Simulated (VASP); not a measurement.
# Pt2Se (Pnnm) in VASP: a series of runs, part 2 of 2

VASP 6.6.1.

## (3) Single point, PBE, collinear spin, ferromagnetic start

INCAR

```
PREC = Accurate ; ENCUT = 520
EDIFF = 1E-6 ; ISMEAR = 0
SIGMA = 0.1 ; LREAL = F
LASPH = T ; NELM = 150
ALGO = Normal ; ISIF = 2
LWAVE = F ; LCHARG = F
ISPIN = 2 ; MAGMOM = 1 1 1 1 0 0
LORBIT = 11 ; LMAXMIX = 4
GGA = PE ; NBANDS = 39
```

KPOINTS

```
regular mesh
0
Gamma
  4 4 6
```

POSCAR

```
Pt2Se
1.0
    4.8062210766      0.0000000000      0.0000000000
    0.0000000000      5.8659557333      0.0000000000
    0.0000000000      0.0000000000      3.6619239198
Pt Se
4 2
Direct
    0.2004000000      0.3787000000      0.0000000000
    0.7996000000      0.6213000000      0.0000000000
    0.7004000000      0.1213000000      0.5000000000
    0.2996000000      0.8787000000      0.5000000000
    0.0000000000      0.0000000000      0.0000000000
    0.5000000000      0.5000000000      0.5000000000
```

Potentials or basis: VASP PAW PBE potentials, release 64 (Pt, Se).

Run with:

```bash
$ cat potpaw_PBE.64/Pt/POTCAR potpaw_PBE.64/Se/POTCAR > POTCAR
$ mpirun -np 1 vasp_std > vasp.out
```

OUTCAR:

```text
PREC = Accurate
   ENCUT = 520
   EDIFF = 1E-6
   ISMEAR = 0
   LREAL = F
   LASPH = T
   NELM = 150
   ISIF = 2
   ISPIN = 2
   LORBIT = 11
   GGA = PE

 ion  position               nearest neighbor table
   1  0.200  0.379  0.000-   2 2.39   5 2.42   6 2.44   6 2.44   2 3.21   3 3.38   3 3.38   3 3.38
                             3 3.38   4 3.49   4 3.49   4 3.49   4 3.49
   2  0.800  0.621  0.000-   1 2.39   5 2.42   6 2.44   6 2.44   1 3.21   4 3.38   4 3.38   4 3.38
                             4 3.38   3 3.49   3 3.49   3 3.49   3 3.49
   3  0.700  0.121  0.500-   4 2.39   6 2.42   5 2.44   5 2.44   4 3.21   1 3.38   1 3.38   1 3.38
                             1 3.38   2 3.49   2 3.49   2 3.49   2 3.49
   4  0.300  0.879  0.500-   3 2.39   6 2.42   5 2.44   5 2.44   3 3.21   2 3.38   2 3.38   2 3.38
                             2 3.38   1 3.49   1 3.49   1 3.49   1 3.49
[... 2224 lines left out ...]
      3.36628      0.71154      1.83096         1.582056      1.996283      0.000000
      1.43994      5.15442      1.83096        -1.582056     -1.996283     -0.000000
      0.00000      0.00000      0.00000         0.000000     -0.000000      0.000000
      2.40311      2.93298      1.83096         0.000000     -0.000000      0.000000
 -----------------------------------------------------------------------------------
    total drift:                                0.000000     -0.000000      0.000000

  FREE ENERGIE OF THE ION-ELECTRON SYSTEM (eV)
  ---------------------------------------------------
  free  energy   TOTEN  =       -27.4678808653 eV

  energy  without entropy=      -27.4433682983  energy(sigma->0) =      -27.45562458

 total charge

# of ion       s       p       d       tot
------------------------------------------
    1        0.714   0.494   8.287   9.495
    2        0.714   0.494   8.287   9.495
    3        0.714   0.494   8.287   9.495
    4        0.714   0.494   8.287   9.495
    5        1.476   2.207   0.225   3.907
    6        1.476   2.207   0.225   3.907
--------------------------------------------------
tot          5.805   6.390  33.599  45.794

 magnetization (x)

# of ion       s       p       d       tot
------------------------------------------
    1        0.000   0.000   0.000   0.000
    2        0.000   0.000   0.000   0.000
    3        0.000   0.000   0.000   0.000
    4        0.000   0.000   0.000   0.000
    5        0.000   0.000   0.000   0.000
    6        0.000   0.000   0.000   0.000
--------------------------------------------------
tot          0.000   0.000   0.000   0.000
```

OSZICAR:

```text
N       E                     dE             d eps       ncg     rms          rms(c)
DAV:   1     0.310642471308E+03    0.31064E+03   -0.25324E+04  5616   0.125E+03
DAV:   2    -0.142250581024E+02   -0.32487E+03   -0.30593E+03  6196   0.274E+02
DAV:   3    -0.276840284760E+02   -0.13459E+02   -0.13180E+02  6685   0.525E+01
DAV:   4    -0.278099983985E+02   -0.12597E+00   -0.12584E+00  6290   0.546E+00
DAV:   5    -0.278115601108E+02   -0.15617E-02   -0.15617E-02  6550   0.618E-01    0.285E+01
DAV:   6    -0.275078499106E+02    0.30371E+00   -0.15100E+00  6253   0.691E+00    0.164E+01
DAV:   7    -0.274837861782E+02    0.24064E-01   -0.22062E-01  6191   0.229E+00    0.562E+00
DAV:   8    -0.274684917254E+02    0.15294E-01   -0.36083E-02  6422   0.969E-01    0.116E+00
DAV:   9    -0.274669631709E+02    0.15286E-02   -0.51821E-03  6316   0.333E-01    0.301E-01
DAV:  10    -0.274679019914E+02   -0.93882E-03   -0.20388E-03  6330   0.196E-01    0.117E-01
DAV:  11    -0.274678964286E+02    0.55628E-05   -0.10639E-04  6483   0.491E-02    0.488E-02
DAV:  12    -0.274678811273E+02    0.15301E-04   -0.90298E-06  6344   0.138E-02    0.220E-02
DAV:  13    -0.274678808653E+02    0.26197E-06   -0.16225E-06  4886   0.739E-03
   1 F= -.27467881E+02 E0= -.27455625E+02  d E =-.245126E-01  mag=     0.0013
```

Wall time 4.8 min (1 thread of Intel Xeon Platinum 8259CL at 2.50GHz (Skylake/Cascade Lake), shared host); peak memory 0.38 GiB.

What came out:

```yaml
Free_energy: -27.4679 eV
Pressure: 27.5 GPa
Largest_force: 2.547 eV/Å
Band_gap_on_the_k_mesh: zero (filled and empty bands overlap)
Net_moment: 0.00 μB per cell
Valence_electrons_inside_the_program's_atomic_spheres: Pt 9.49; Se 3.91
```

Forces on the atoms (eV/Å):
```
Pt   1.582 -1.996  0.000
Pt  -1.582  1.996  0.000
Pt   1.582  1.996  0.000
Pt  -1.582 -1.996  0.000
Se   0.000  0.000  0.000
Se   0.000  0.000  0.000
```

Caveat: spin-orbit coupling is left out, which moves the levels of the heavy elements; forces of over 1 eV/Å act on the atoms, so gaps and moduli don't describe the material at rest.
